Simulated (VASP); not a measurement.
Wanted: the native input for a VASP 6.6.1 run.

```
Task                   : single point
Functional             : PBE
Potentials or basis    : VASP PAW PBE potentials, release 64 (Ca_sv, Se)
Cutoff                 : 520 eV
k mesh                 : 4 × 4 × 4
Occupations            : gaussian, width 0.01 eV
Spin                   : no spin polarisation
Dipole correction      : no
Further INCAR settings : ALGO = Normal; EDIFF = 1e-06; NBANDS = 15
```

The structure of CaSe lies in POSCAR:

```
CaSe
1.0
    3.6347849158      0.0000000000      0.0000000000
    0.0000000000      3.6347849158      0.0000000000
    0.0000000000      0.0000000000      3.6347849158
Ca Se
1 1
Direct
    0.0000000000      0.0000000000      0.0000000000
    0.5000000000      0.5000000000      0.5000000000
```

One way to write it, as run:

INCAR

```
PREC = Accurate
ENCUT = 520
EDIFF = 1E-6
ISMEAR = 0
SIGMA = 0.01
LREAL = False
LASPH = True
NELM = 80
ALGO = Normal
ISIF = 2
LWAVE = False
LCHARG = False
GGA = PE
NBANDS = 15
```

KPOINTS

```
regular mesh
0
Gamma
  4 4 4
```

Potentials or basis: VASP PAW PBE potentials, release 64 (Ca_sv, Se).

The run is started by

```bash
$ cat potpaw_PBE.64/Ca_sv/POTCAR potpaw_PBE.64/Se/POTCAR > POTCAR
$ mpirun -np 1 vasp_std > vasp.out
```

It gave:

| Property | Result |
| --- | --- |
| Pressure | 1.2 GPa |
| Band gap on the k mesh | 0.73 eV |

Caveat: the k points lie up to 0.43 Å⁻¹ apart; the structure was generated, so it needn't be the stable form of CaSe; semilocal functionals underestimate gaps, and a narrow one can read as zero.

Wall time 15 s on 1 thread of AMD EPYC 7R13, with other jobs on the host, peak memory 0.12 GiB.
